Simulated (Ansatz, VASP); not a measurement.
Two plane-wave programs on HgTe

```
Hg Te
1.0
     0.00000    3.25236    3.25236
     3.25236    0.00000    3.25236
     3.25236    3.25236    0.00000
Hg Te
1 1
Direct
  0.00000 0.00000 0.00000
  0.25000 0.25000 0.25000
```

Change from the starting cell: hydrostatic strain -1.1%.

Alike in both runs: task single point; functional HSE06; k mesh 4 × 4 × 4; occupations fermi-dirac, width 0.02 eV; no spin polarisation.

|  | VASP | Ansatz |
| --- | --- | --- |
| version | VASP 6.6.1 | Ansatz 0.2.0 |
| potentials or method | VASP PAW PBE potentials, release 64 (Hg, Te) | plane waves, PAW |
| plane-wave cutoff (eV) | 520 | 420 |
| valence electrons in the cell | 18 | 36 |

|  | VASP | Ansatz | Ansatz less VASP |
| --- | --- | --- | --- |
| pressure (GPa) | 1.6 | 1.6 | +0.05 |

With one functional, cell and mesh, what is left measures potentials, basis and numerics. VASP's potentials hold 18 valence electrons a cell and Ansatz's 36, so a difference there can come from the potentials and not from the codes. Ansatz's warnings: filled band counts differ across k points, stress exchange threshold loose, stress scf threshold loose.

The k mesh is coarse, so the values compare programs but aren't converged. Neither program's run includes spin-orbit coupling.
